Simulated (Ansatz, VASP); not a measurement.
Pd: VASP beside Ansatz

The input POSCAR:

```
Pd
1.0
    0.0000000000      1.9567730079      1.9567730079
    1.9567730079      0.0000000000      1.9567730079
    1.9567730079      1.9567730079      0.0000000000
Pd
1
Direct
    0.0000000000      0.0000000000      0.0000000000
```

Contents of INCAR.step1:

```
PREC = Accurate
ENCUT = 520
ISMEAR = 1
SIGMA = 0.03
LREAL = False
LASPH = True
NELM = 150
ISPIN = 2
MAGMOM = 0.436
LMAXMIX = 4
NBANDS = 15
GGA = PE
ALGO = Normal
EDIFF = 1E-4
LWAVE = True
LCHARG = False
```

INCAR.step2

```
PREC = Accurate
ENCUT = 520
EDIFF = 1E-6
ISMEAR = 1
SIGMA = 0.03
LREAL = False
LASPH = True
NELM = 150
ALGO = Normal
ISIF = 2
LWAVE = False
LCHARG = True
ISPIN = 2
MAGMOM = 0.436
LORBIT = 11
LMAXMIX = 4
METAGGA = R2SCAN
LMIXTAU = True
LELF = True
LVHAR = True
NBANDS = 15
ISTART = 1
```

The input KPOINTS:

```
Automatic mesh
0
Gamma
  14 14 14
```

Input for Ansatz:

```yaml
crystal:
  lattice:
    - [0.0, 1.9567730079, 1.9567730079]
    - [1.9567730079, 0.0, 1.9567730079]
    - [1.9567730079, 1.9567730079, 0.0]
  atoms:
    - { symbol: Pd, position: [0.0, 0.0, 0.0], spin: 0.436 }
hamiltonian:
  xc: r2scan
  pseudopotentials:
    kind: paw
    azcp:
      Pd: "pseudopotentials/Pd.paw.azcp"
basis:
  ecutwfc: 500
  fft_grid_basis: typed
kpoints:
  mp_grid: { grid: [14, 14, 14], shift: [0, 0, 0] }
magnetization:
  spin_polarized: true
scf:
  occupations: { method: methfessel_paxton, width: 0.03 }
  lower_state_search: "off"
output:
  stress: true
  write_density: true
  write_potential: true
  elf: true
  volumetric_format: npy
```

Alike in both runs: task single point; functional r2SCAN; k mesh 14 × 14 × 14; occupations methfessel-paxton of order 1, width 0.03 eV; collinear spin.

|  | VASP | Ansatz |
| --- | --- | --- |
| version | VASP 6.6.1 | Ansatz 0.2.0 |
| potentials or method | VASP PAW PBE potentials, release 64 (Pd), cutoff 520 eV | plane waves (500 eV) with PAW, scalar-relativistic |
| valence electrons in the cell | 10 | 18 |

|  | VASP | Ansatz | Ansatz less VASP |
| --- | --- | --- | --- |
| pressure (GPa) | 0.6 | 0.0 | -0.68 |
| net moment per atom (μB) | 0.48 | 0.48 | 0.000 |
| size of the moment on the site where the two differ most (μB) | 0.49 | 0.50 | +0.010 |

VASP's potentials were made for PBE, not for r2SCAN. Site moments also hang on the region over which each program counts them. The functional is the same, so the differences come from potentials, cutoffs and numerics. VASP's potentials hold 10 valence electrons a cell and Ansatz's 18, so a difference there can come from the potentials and not from the codes. Ansatz's warnings: stability check not made.
